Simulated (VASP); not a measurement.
Runs of VASP 6.6.1 on La2O3. The structure is that of space group P4/mmm (No. 123), or close to it. The cells are those of the table. 

```tsv
task	cell	k mesh	cutoff (eV)	gap on the mesh (eV)	pressure (GPa)	relaxed volume (Å³/atom)	largest force (eV/Å)
single point	a = 4.541, b = 4.541, c = 5.921 Å, 5 atoms	8 × 8 × 6	520	none	-0.1	-	(a)
single point	a = 4.513, b = 4.513, c = 5.922 Å, 5 atoms	4 × 4 × 4	520	none	-0.1	-	-
relaxation of cell and atoms	relaxed from a = 3.984, b = 3.984, c = 6.153 Å, 5 atoms	4 × 4 × 4	600	none	0.0	(b)	-
relaxation of cell and atoms	relaxed from a = 4.513, b = 4.513, c = 5.922 Å, 5 atoms	8 × 8 × 6	600	none	0.0	24.36	0.01
single point	a = 3.984, b = 3.984, c = 6.153 Å, 5 atoms	4 × 4 × 4	520	none	19.2	-	4.95
```

Alike in all rows: level PBE; potentials or basis VASP PAW PBE potentials, release 64 (La, O); no spin polarisation; smearing gaussian 0.1 eV.

Q: Fill in the values left out.

A: (a) 0.02; (b) 24.02.

Caveats: some runs use coarse meshes; spin-orbit coupling is left out, which moves the levels of the heavy elements; the volume moved by over 15 % at a fixed basis, so the end points are rough (some runs); forces of over 1 eV/Å act on the atoms, so gaps and moduli don't describe the material at rest (some runs).

A k mesh can miss the band edges, and the runs leave out spin-orbit coupling on La.

A gap of «none» marks levels without a gap at the run's occupations.
